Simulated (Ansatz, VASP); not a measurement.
**Two plane-wave programs on LiCl**

The input POSCAR:

```
LiCl
1.0
    0.0000000000      2.5647600000      2.5647600000
    2.5647600000      0.0000000000      2.5647600000
    2.5647600000      2.5647600000      0.0000000000
Li Cl
1 1
Direct
    0.0000000000      0.0000000000      0.0000000000
    0.5000000000      0.5000000000      0.5000000000
```

INCAR.step1

```
  PREC = Accurate
  ENCUT = 600
  ISMEAR = 0
  SIGMA = 0.02
  LREAL = False
  LASPH = True
  NELM = 100
  GGA = PE
  ALGO = Normal
  EDIFF = 1E-4
  LWAVE = True
  LCHARG = False
```

Contents of INCAR.step2:

```
  PREC = Accurate
  ENCUT = 600
  EDIFF = 1E-6
  ISMEAR = 0
  SIGMA = 0.02
  LREAL = False
  LASPH = True
  NELM = 100
  ALGO = Normal
  ISIF = 3
  LWAVE = False
  LCHARG = False
  METAGGA = R2SCAN
  LMIXTAU = True
  IBRION = 2
  NSW = 100
  EDIFFG = -0.005
  ISTART = 1
```

File KPOINTS:

```
regular mesh
0
Gamma
  8 8 8
```

Input for Ansatz:

```yaml
crystal:
  lattice:
    - [0.0, 2.56476, 2.56476]
    - [2.56476, 0.0, 2.56476]
    - [2.56476, 2.56476, 0.0]
  atoms:
    - { symbol: Li, position: [0.0, 0.0, 0.0] }
    - { symbol: Cl, position: [0.5, 0.5, 0.5] }
basis:
  ecutwfc: 500
kpoints:
  mp_grid: { grid: [8, 8, 8] }
hamiltonian:
  xc: r2scan
scf:
  occupations: { method: gaussian, width: 0.02 }
output:
  forces: true
  stress: true
  eigenvalues: true
relax:
  adjacent_minimum: "off"
  f_tol: 0.005
  max_steps: 80
  cell: { stress_tol: 0.05 }
```

Alike in both runs: task relaxation of cell and atoms; functional r2SCAN; k mesh 8 × 8 × 8; occupations gaussian, width 0.02 eV; no spin polarisation.

|  | VASP | Ansatz |
| --- | --- | --- |
| version | VASP 6.6.1 | Ansatz 0.2.0 |
| potentials or method | VASP PAW PBE potentials, release 64 (Li_sv, Cl), cutoff 600 eV | scalar-relativistic, plane waves, PAW |
| valence electrons in the cell | 10 | 10 |

|  | VASP | Ansatz | Ansatz less VASP |
| --- | --- | --- | --- |
| gap on the k mesh at the Fermi level, each at its own relaxed structure (eV) | 7.46 | 7.29 | -0.171 |
| relaxed volume (Å³/atom) | 16.46 | 16.70 | +0.244 |
| relaxed cell length with the largest relative difference (Å) | 3.597 | 3.615 | +0.0177 |

VASP's potentials were made for PBE, not for r2SCAN.

Noted on VASP's run: the cutoff is short for stress, so the pressure is rough.
